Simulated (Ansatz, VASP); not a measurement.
**Ga4AsP3: VASP beside Ansatz**

```
Ga P As
1.0
     3.94523    0.00000    0.00000
     0.00000    3.93290    5.54175
     0.00000   -3.93290    5.54175
Ga P As
4 3 1
Direct
  0.00000 0.99544 0.99544
  0.50000 0.50703 0.99730
  0.50000 0.99730 0.50703
  0.00000 0.50036 0.50036
  0.00000 0.62485 0.12497
  0.00000 0.12497 0.62485
  0.50000 0.62495 0.62495
  0.50000 0.12509 0.12509
```

Alike in both runs: functional PBE; k mesh 4 × 4 × 4; occupations gaussian, width 0.1 eV; no spin polarisation.

Ansatz relaxed the structure, and its values are those at the end. VASP's run is a single point on that final structure, the one shown.

|  | VASP | Ansatz |
| --- | --- | --- |
| version | VASP 6.6.1 | Ansatz 0.2.0 |
| potentials or method | VASP PAW PBE potentials, release 64 (Ga_d, P, As), cutoff 520 eV | scalar-relativistic, plane waves, PAW |
| valence electrons in the cell | 72 | 82 |

|  | VASP | Ansatz | Ansatz less VASP |
| --- | --- | --- | --- |
| gap on the k mesh at the Fermi level (eV) | 1.14 | 1.14 | +0.005 |
| least direct gap on the mesh (eV) | 1.14 | 1.14 | +0.005 |
| pressure (GPa) | 0.2 | 0.2 | -0.05 |
| rms of the force components (eV/Å) | 0.016 | 0.011 | -0.0052 |

VASP's potentials hold 72 valence electrons a cell and Ansatz's 82, so a difference there can come from the potentials and not from the codes.
